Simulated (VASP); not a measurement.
# Ta3Cu: single point with PBE

Ta3Cu:

```
Ta Cu
1.0
    -2.00651    2.00651    4.20817
     2.00651   -2.00651    4.20817
     2.00651    2.00651   -4.20817
Ta Cu
3 1
Direct
  0.75000 0.25000 0.50000
  0.25000 0.75000 0.50000
  0.50000 0.50000 0.00000
  0.00000 0.00000 0.00000
```

```yaml
Program: VASP 6.6.1
Task: single point
Functional: PBE
Potentials_or_basis: VASP PAW PBE potentials, release 64 (Ta_pv, Cu)
Cutoff: 520 eV
k_mesh: 6 × 6 × 6
Occupations: gaussian, width 0.1 eV
Spin: no spin polarisation
Dipole_correction: no
Further_INCAR_settings: ALGO = Normal; EDIFF = 1e-06; NBANDS = 30
```

The pressure is 0.6 GPa and the band gap on the k mesh is zero (bands 22 and 23 overlap by 0.75 eV).

Stress tensor (GPa, compression positive):
```
0.48 0.00 0.00
0.00 0.48 0.00
0.00 0.00 0.89
```

Levels at points of the mesh, in eV from the Fermi level:
```csv
k point,band 20,band 21,band 22,band 23,band 24,band 25
"(0.00, 0.00, 0.00)",-1.61,-0.16,-0.16,0.07,2.02,2.27
"(0.50, 0.00, 0.00)",-1.30,-1.01,0.14,0.51,1.01,1.37
"(0.50, 0.50, 0.00)",-1.18,-0.25,-0.02,0.25,0.81,1.08
"(0.50, 0.50, 0.50)",-1.44,-1.06,0.28,2.05,2.30,2.30
```

It took 2.3 min on 1 thread of Intel(R) Xeon(R) Platinum 8488C (Sapphire Rapids), with other jobs on the host, peak memory 0.25 GiB.

Caveat: spin-orbit coupling is left out, which moves the levels of the heavy elements.
